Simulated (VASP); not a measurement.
Wanted: the native input for a VASP 6.6.1 run.

```
Task                   : single point
Functional             : LDA
Potentials or basis    : VASP PAW LDA potentials, release 64 (Pd)
Cutoff                 : 520 eV
k mesh                 : 9 × 9 × 14
Occupations            : fermi-dirac, width 0.1 eV
Spin                   : no spin polarisation
Dipole correction      : no
Further INCAR settings : ALGO = Normal; EDIFF = 1e-06; NBANDS = 22
```

The structure of Pd lies in POSCAR:

```
Pd
1.0
    4.2012816676      0.0000000000      0.0000000000
   -2.1006408338      3.6384166526      0.0000000000
    0.0000000000      0.0000000000      2.4991768462
Pd
3
Direct
    0.0000000000      0.0000000000      0.0000000000
    0.3333333333      0.6666666667      0.5000000000
    0.6666666667      0.3333333333      0.5000000000
```

This isn't the form of Pd at room conditions, which is fcc.

These files were run (other wordings do the same):

INCAR

```
ALGO     = Normal         # electronic algorithm
EDIFF    = 1E-6           # SCF threshold, eV
ENCUT    = 520            # plane-wave cutoff, eV
ISIF     = 2              # what is computed and relaxed
ISMEAR   = -1             # smearing method
LASPH    = True           # aspherical terms in the spheres
LCHARG   = True           # write CHGCAR
LELF     = True           # ELF
LREAL    = False          # projectors in reciprocal space
LVHAR    = True         
LWAVE    = False          # write WAVECAR
NBANDS   = 22             # bands
NELM     = 60             # most SCF steps
PREC     = Accurate       # precision mode
SIGMA    = 0.1            # smearing width, eV
```

KPOINTS

```
k-points
0
Gamma
  9 9 14
```

Potentials or basis: VASP PAW LDA potentials, release 64 (Pd).

Command:

```console
$ cat potpaw_LDA.64/Pd/POTCAR > POTCAR
$ mpirun -np 1 vasp_std > vasp.out
```

Results of the run:

```yaml
Pressure: 39.0 GPa
Band_gap_on_the_k_mesh: zero (bands 15 and 16 overlap by 1.30 eV)
```

Caveat: the cell stands under pressure.

Wall time 72 s on 1 thread of Intel Xeon 8259CL, on a shared host, peak memory 0.18 GiB.
